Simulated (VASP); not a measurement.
Ag, 2 atoms in the cell. The structure is hexagonal, space group P6_3/mmc (No. 194). The conventional cell has a = 2.876 Å, b = 2.876 Å, c = 4.855 Å, α = 90.00°, β = 90.00°, γ = 120.00°. Within 3.8 Å of Ag (site symmetry -6m2) lie 12 Ag at 2.88 to 2.94 Å.  This cell differs from its parent crystal: biaxial strain in the a-b plane: -2.0 %.

| Quantity | Value |
| --- | --- |
| Program | VASP 6.6.1 |
| Task | single point |
| Functional | PBE |
| Potentials or basis | VASP PAW PBE potentials, release 64 (Ag) |
| Cutoff | 520 eV |
| k mesh | 24 × 24 × 12 |
| Occupations | gaussian, width 0.1 eV |
| Spin | no spin polarisation |
| Dipole correction | no |
| Further INCAR settings | ALGO = Fast; EDIFF = 1e-06; NBANDS = 18 |

Potentials or basis: VASP PAW PBE potentials, release 64 (Ag).

Command:

```bash
$ cat potpaw_PBE.64/Ag/POTCAR > POTCAR
$ mpirun -np 1 vasp_std > vasp.out
```

Hardware: 1 thread of Intel(R) Xeon(R) 6975P-C (Granite Rapids) (shared host).

**Question.** How long does it take, and how much memory?

**Answer.** Run time: 110 s on 1 thread of Intel(R) Xeon(R) 6975P-C (Granite Rapids) (shared host), peak memory 0.32 GiB. Counts: scf iterations 12, k points 427.
